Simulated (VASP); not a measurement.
**BP: single point with PBE**

BP:

```
B P
1.0
     0.00000    2.27654    2.27654
     2.27654    0.00000    2.27654
     2.27654    2.27654    0.00000
B P
1 1
Direct
  0.00000 0.00000 0.00000
  0.75000 0.75000 0.75000
```

```json
{
 "Program": "VASP 6.6.1",
 "Task": "single point",
 "Functional": "PBE",
 "Potentials or basis": "VASP PAW PBE potentials, release 64 (B, P)",
 "Cutoff": "520 eV",
 "k mesh": "8 × 8 × 8",
 "Occupations": "gaussian, width 0.05 eV",
 "Spin": "no spin polarisation",
 "Dipole correction": "no",
 "Further INCAR settings": "ALGO = Normal; EDIFF = 1e-06; NBANDS = 11"
}
```

The pressure is -0.7 GPa and the band gap on the k mesh is 1.28 eV, indirect (least direct gap 3.39 eV).

Levels at points of the mesh, in eV from the valence-band top:
```csv
k point,band 1,band 2,band 3,band 4,band 5,band 6,band 7,band 8
"(0.00, 0.00, 0.00)",-15.37,0.00,0.00,0.00,3.39,3.39,3.39,7.22
"(0.50, 0.00, 0.00)",-12.09,-8.96,-1.75,-1.75,3.72,4.71,4.71,10.09
"(0.50, 0.50, 0.00)",-10.57,-8.53,-4.08,-4.08,1.35,1.67,12.03,12.03
```

Run time: 14 s on 1 thread of Intel Xeon 8259CL, on a shared host, peak memory 0.1 GiB.

A k mesh can miss the band edges. Expect the measured gap to be larger: semilocal functionals such as PBE lack the derivative discontinuity.
